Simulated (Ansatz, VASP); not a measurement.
# Two plane-wave programs on C

```xyz
6
Lattice="-2.4558 0.0000 0.0000 -1.2279 -2.1268 0.0000 0.0000 0.0000 12.0572" Properties=species:S:1:pos:R:3 pbc="T T T"
C    -2.4558   -1.4179    1.7591
C    -3.6837   -2.1268    8.7973
C    -1.2279   -0.7089    5.2782
C    -2.4558   -1.4179    8.7978
C    -2.4558    0.0000    5.2787
C    -1.2279   -0.7089    1.7596
```

Alike in both runs: task single point; functional r2SCAN; k mesh 15 × 15 × 3; occupations gaussian, width 0.05 eV; no spin polarisation.

|  | VASP | Ansatz |
| --- | --- | --- |
| version | VASP 6.6.1 | Ansatz 0.2.0 |
| potentials or method | VASP PAW PBE potentials, release 64 (C), cutoff 520 eV | scalar-relativistic, plane waves, PAW |
| valence electrons in the cell | 24 | 24 |

VASP gave:

| Quantity | Value |
| --- | --- |
| gap on the k mesh at the Fermi level (eV) | 0.02 |
| least direct gap on the mesh (eV) | 0.02 |
| pressure (GPa) | 0.6 |
| traceless stress, the component that is largest in VASP (GPa) | -0.79 |

Problem. Estimate Ansatz's values.

Solution. gap on the k mesh at the Fermi level (eV): 0.02; least direct gap on the mesh (eV): 0.02; pressure (GPa): 0.0; traceless stress, the component that is largest in VASP (GPa): -0.13.

VASP's potentials were made for PBE, not for r2SCAN. With one functional, cell and mesh, what is left measures potentials, basis and numerics.
